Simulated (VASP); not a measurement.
# Rh (P6_3/mmc) in VASP: single point with LDA

Aim: the single point of Rh with LDA.

All numbers are computed with VASP 6.6.1; they aren't measurements. Logs are shortened: lines on timing, memory, paths and dates and some standing lists are left out, and cuts for length are marked.

**1. The cell of the first run**

It takes space group P6_3/mmc (No. 194, hexagonal). The conventional cell has a = 2.692 Å, b = 2.692 Å, c = 8.798 Å, α = 90.00°, β = 90.00°, γ = 120.00°. Within 3.5 Å of Rh (site symmetry -3m) lie 12 Rh at 2.69 Å. Within 3.5 Å of Rh (site symmetry -6m2) lie 12 Rh at 2.69 Å.

This isn't the form of Rh at room conditions, which is fcc.

**2. Single point, LDA**

The input, POSCAR:

```
Rh
1.0
    2.6917450000      0.0000000000      0.0000000000
   -1.3458725000      2.3311195505      0.0000000000
    0.0000000000      0.0000000000      8.7980700000
Rh
4
Direct
    0.0000000000      0.0000000000      0.0000000000
    0.0000000000      0.0000000000      0.5000000000
    0.3333333333      0.6666666667      0.2500000000
    0.6666666667      0.3333333333      0.7500000000
```

The input, INCAR.step1:

```
SYSTEM = Rh
PREC     = Accurate       ! precision mode
ENCUT    = 400            ! plane-wave cutoff, eV
EDIFF    = 1E-6           ! SCF threshold, eV
ISMEAR   = 1              ! smearing method
SIGMA    = 0.05           ! smearing width, eV
LREAL    = .FALSE.        ! projectors in reciprocal space
LASPH    = .TRUE.         ! aspherical terms in the spheres
NELM     = 120            ! most SCF steps
ALGO     = Normal         ! electronic algorithm
ISIF     = 2              ! what is computed and relaxed
LWAVE    = .FALSE.        ! write WAVECAR
LCHARG   = .TRUE.         ! write CHGCAR
LMAXMIX  = 4              ! l up to which the mixer works
GGA      = CA             ! functional
NBANDS   = 38             ! bands
GGA_COMPAT= .FALSE.      
NEDOS    = 2001           ! points of the DOS
LORBIT   = 11             ! projections on sites
```

The input, KPOINTS.step1:

```
regular mesh
0
G
  8 8 2
  0 0 0
```

The input, INCAR.step2:

```
SYSTEM = Rh
PREC     = Accurate       ! precision mode
ENCUT    = 400            ! plane-wave cutoff, eV
EDIFF    = 1E-6           ! SCF threshold, eV
ISMEAR   = -5             ! smearing method
SIGMA    = 0.05           ! smearing width, eV
LREAL    = .FALSE.        ! projectors in reciprocal space
LASPH    = .TRUE.         ! aspherical terms in the spheres
NELM     = 120            ! most SCF steps
ALGO     = Normal         ! electronic algorithm
ISIF     = 2              ! what is computed and relaxed
LWAVE    = .FALSE.        ! write WAVECAR
LCHARG   = .FALSE.        ! write CHGCAR
LMAXMIX  = 4              ! l up to which the mixer works
GGA      = CA             ! functional
LORBIT   = 11             ! projections on sites
NBANDS   = 38             ! bands
NEDOS    = 1001           ! points of the DOS
ICHARG   = 11             ! starting density
GGA_COMPAT= .FALSE.
```

The input, KPOINTS.step2:

```
regular mesh
0
G
  12 12 3
  0 0 0
```

Potentials or basis: VASP PAW LDA potentials, release 64 (Rh_pv).

Run with:

```bash
cat potpaw_LDA.64/Rh_pv/POTCAR > POTCAR
cp INCAR.step1 INCAR
cp KPOINTS.step1 KPOINTS
mpirun -np 1 vasp_std > vasp.out
cp INCAR.step2 INCAR
cp KPOINTS.step2 KPOINTS
mpirun -np 1 vasp_std > vasp.out
```

OUTCAR:

```text
SYSTEM = Rh
   PREC = Accurate
   ENCUT = 400
   EDIFF = 1E-6
   ISMEAR = -5
   LREAL = .FALSE.
   LASPH = .TRUE.
   NELM = 120
   ISIF = 2
   GGA = CA
   LORBIT = 11
   ICHARG = 11

 ion  position               nearest neighbor table
   1  0.000  0.000  0.000-   3 2.69   4 2.69   3 2.69   4 2.69   4 2.69   3 2.69
   2  0.000  0.000  0.500-   3 2.69   4 2.69   3 2.69   4 2.69   4 2.69   3 2.69
   3  0.333  0.667  0.250-   1 2.69   2 2.69   1 2.69   2 2.69   1 2.69   2 2.69
   4  0.667  0.333  0.750-   1 2.69   2 2.69   1 2.69   2 2.69   1 2.69   2 2.69

  LATTYP: Found a hexagonal cell.
 ALAT       =     2.6917450000
 C/A-ratio  =     3.2685376958

  Lattice vectors:

 A1 = (   2.6917450000,   0.0000000000,   0.0000000000)
 A2 = (  -1.3458725000,   2.3311195505,   0.0000000000)
 A3 = (   0.0000000000,   0.0000000000,   8.7980700000)

Analysis of symmetry for initial positions (statically):
=====================================================================
 Subroutine PRICEL returns:
 Original cell was already a primitive cell.

 Routine SETGRP: Setting up the symmetry group for a
 hexagonal supercell.

 Subroutine GETGRP returns: Found 24 space group operations
 (whereof 12 operations were pure point group operations)
 out of a pool of 24 trial point group operations.

The static configuration has the point symmetry D_3d.
 The point group associated with its full space group is D_6h.

Analysis of symmetry for dynamics (positions and initial velocities):
=====================================================================
 Subroutine PRICEL returns:
 Original cell was already a primitive cell.

 Routine SETGRP: Setting up the symmetry group for a
 hexagonal supercell.

 Subroutine GETGRP returns: Found 24 space group operations
 (whereof 12 operations were pure point group operations)
 out of a pool of 24 trial point group operations.

The dynamic configuration has the point symmetry D_3d.
 The point group associated with its full space group is D_6h.

 Subroutine INISYM returns: Found 24 space group operations
 (whereof 12 operations are pure point group operations),
 and found     1 'primitive' translations

----------------------------------------------------------------------------------------

                                     Primitive cell

  volume of cell :      55.2059

  direct lattice vectors                    reciprocal lattice vectors
     2.691745000  0.000000000  0.000000000     0.371506216  0.214489214  0.000000000
[... 101 lines left out ...]
   TEBEG  =    0.0;   TEEND  =   0.0 temperature during run
   PSTRESS=    0.0 pullay stress
   NELECT =      60.0000    total number of electrons
   NUPDOWN=      -1.0000    fix difference up-down
   EMIN   =  10.00;   EMAX   =-10.00  energy-range for DOS
   EFERMI =   0.00;   METHOD = LEGACY
   ISMEAR =    -5;   SIGMA  =   0.05  broadening in eV -4-tet -1-fermi 0-gaus
   EFERMI_NEDOS =   21; number of points for ismear=-14 and -15
   IALGO  =     38    algorithm
   IMIX   =      4    mixing-type and parameters
     AMIX     =   0.40;   BMIX     =  1.00
     AMIX_MAG =   1.60;   BMIX_MAG =  1.00
  volume/ion in A,a.u.               =      13.80        93.14
  Fermi-wavevector in a.u.,A,eV,Ry     =   1.683178  3.180745 38.546489  2.833087
  Thomas-Fermi vector in A             =   2.766425
   LORBIT       =     11    0 simple, 1 ext, 2 COOP (PROOUT), +10 PAW based schemes
   GGA     = CA    functional components
   LHFCALC =     F    Hartree Fock is set to
   AEXX    =    0.0000 exact exchange contribution
   IVDW    =     0    specifies the selected vdW correction
   LEPSILON=     F    determine dielectric tensor
   LRPA    =     F    only Hartree local field effects (RPA)
 non-spin polarized calculation
 Fermi weights with tetrahedron method with Bloechl corrections
  energy-cutoff  :      400.00
  volume of cell :       55.21
 maximum number of plane-waves:      1029
 NGX is ok and might be reduce to    18

 number of electron      60.0000024 magnetization

 Free energy of the ion-electron system (eV)
  ---------------------------------------------------
  ext. energy  EPLUGINS =         0.00000000
  ---------------------------------------------------
  free energy    TOTEN  =       -34.58088730 eV

  energy without entropy =      -34.58088730  energy(sigma->0) =      -34.58088730

 E-fermi :  11.6676     XC(G=0): -14.3259

 val. band max:       11.7729286461   @ k =   0.4167  -0.0000   0.0000
 cond. band min:      11.5526035067   @ k =   0.0000   0.0000   0.3333
 fundamental gap:     -0.2203251394
 Fermi energy:        11.6675620162

 k-point     1 :       0.0000    0.0000    0.0000
  band No.  band energies     occupation
      1     -35.2521      2.00000
      2     -34.8979      2.00000
      3     -34.8834      2.00000
      4     -34.5954      2.00000
      5     -34.5954      2.00000
      6     -34.5560      2.00000
[... 973 lines left out ...]
     37      22.2771      0.00000
     38      22.6566      0.00000

 [... further k-points ...]

------------------------ aborting loop because EDIFF is reached ----------------------------------------

  FORCE on cell =-STRESS in cart. coord.  units (eV):
  Direction    XX          YY          ZZ          XY          YZ          ZX
  --------------------------------------------------------------------------------------
  -------------------------------------------------------------------------------------
  Total       -4.9384242     -4.9384242     -5.8224091     -0.0000000      0.0000000     -0.0000000
  in kB     -143.3220791   -143.3220791   -168.9769325     -0.0000000      0.0000000     -0.0000000
  external PRESSURE =    -151.8736969 kB  Pullay stress =       0.0000000 kB

 VOLUME and BASIS-vectors are now :
 -----------------------------------------------------------------------------
  energy-cutoff  :      400.00
  volume of cell :       55.21
      direct lattice vectors                 reciprocal lattice vectors
     2.691745000  0.000000000  0.000000000     0.371506216  0.214489214  0.000000000
    -1.345872500  2.331119550  0.000000000     0.000000000  0.428978428  0.000000000
     0.000000000  0.000000000  8.798070000     0.000000000  0.000000000  0.113661292

 POSITION                                       TOTAL-FORCE (eV/Angst)
 -----------------------------------------------------------------------------------
      0.00000      0.00000      0.00000        -0.000000      0.000000      0.000000
      0.00000      0.00000      4.39903        -0.000000      0.000000      0.000000
     -0.00000      1.55408      2.19952        -0.000000      0.000000     -0.000000
      1.34587      0.77704      6.59855         0.000000     -0.000000     -0.000000
 -----------------------------------------------------------------------------------
    total drift:                               -0.000000      0.000000      0.000000

  FREE ENERGIE OF THE ION-ELECTRON SYSTEM (eV)
  ---------------------------------------------------
  free  energy   TOTEN  =       -34.5808872957 eV

  energy  without entropy=      -34.5808872957  energy(sigma->0) =      -34.58088730

 total charge

# of ion       s       p       d       tot
------------------------------------------
    1        0.413   6.303   7.056  13.772
    2        0.413   6.303   7.056  13.772
    3        0.413   6.305   7.064  13.782
    4        0.413   6.305   7.064  13.782
--------------------------------------------------
tot          1.652  25.217  28.240  55.108
```

It took 26 s on 1 thread of Intel Xeon 6975P-C (Granite Rapids), shared host; peak memory 0.15 GiB.

Results:

```yaml
Valence_electrons_inside_the_program's_atomic_spheres: Rh 13.77, 13.78 (each value once)
```

Caveat: tetrahedron occupations give inexact forces and stress in metals.
